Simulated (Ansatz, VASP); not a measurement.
# Two plane-wave programs on Al

```
Al
1.0
     0.00000    1.91340    1.91340
     1.91340    0.00000    1.91340
     1.91340    1.91340    0.00000
Al
1
Direct
  0.00000 0.00000 0.00000
```

Alike in both runs: task single point; functional r2SCAN; k mesh 22 × 22 × 22; occupations fermi-dirac, width 0.1 eV; no spin polarisation.

|  | VASP | Ansatz |
| --- | --- | --- |
| version | VASP 6.6.1 | Ansatz 0.2.0 |
| potentials or method | VASP PAW PBE potentials, release 64 (Al), cutoff 520 eV | plane waves (500 eV) with PAW, scalar-relativistic |
| valence electrons in the cell | 3 | 3 |

VASP gave:

```
pressure (GPa) : 15.2
```

Task: Which values does Ansatz return?

Result: Pressure (GPa): 15.6.

VASP's potentials were made for PBE, not for r2SCAN.
